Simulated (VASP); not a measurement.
C, 2 atoms in the cell. It takes space group Fd-3m (No. 227, cubic). Conventional cell: a = 3.567 Å, b = 3.567 Å, c = 3.567 Å, α = 90.00°, β = 90.00°, γ = 90.00°. Within 2.1 Å of C (site symmetry -43m) lie 4 C at 1.54 Å. 

* Program: VASP 6.6.1
* Task: relaxation of cell and atoms
* Functional: HSE06
* Potentials or basis: VASP PAW PBE potentials, release 64 (C)
* Cutoff: 600 eV
* k mesh: 6 × 6 × 6
* Occupations: gaussian, width 0.01 eV
* Spin: no spin polarisation
* Dipole correction: no
* Grid for exact exchange (PRECFOCK): Normal
* Further INCAR settings: ALGO = Normal; EDIFF = 1e-06; IBRION = 2; EDIFFG = -0.002; NSW = 80; ISIF = 3
* Share of exact exchange: 0.25
* Screening parameter: 0.2079 1/Å

Potentials or basis: VASP PAW PBE potentials, release 64 (C).

Launch:

```bash
$ cat potpaw_PBE.64/C/POTCAR > POTCAR
$ cp INCAR.step1 INCAR
$ mpirun -np 1 vasp_std > vasp.out
$ cp INCAR.step2 INCAR
$ mpirun -np 1 vasp_std > vasp.out
```

Hardware: 1 thread of Intel(R) Xeon(R) Platinum 8259CL CPU @ 2.50GHz (Skylake/Cascade Lake) (shared host).

Q: Estimate the wall time of this run.

A: Wall time 6.8 min on 1 thread of Intel(R) Xeon(R) Platinum 8259CL CPU @ 2.50GHz (Skylake/Cascade Lake), on a shared host, peak memory 0.22 GiB. Counts: k points 16, ion steps 3.
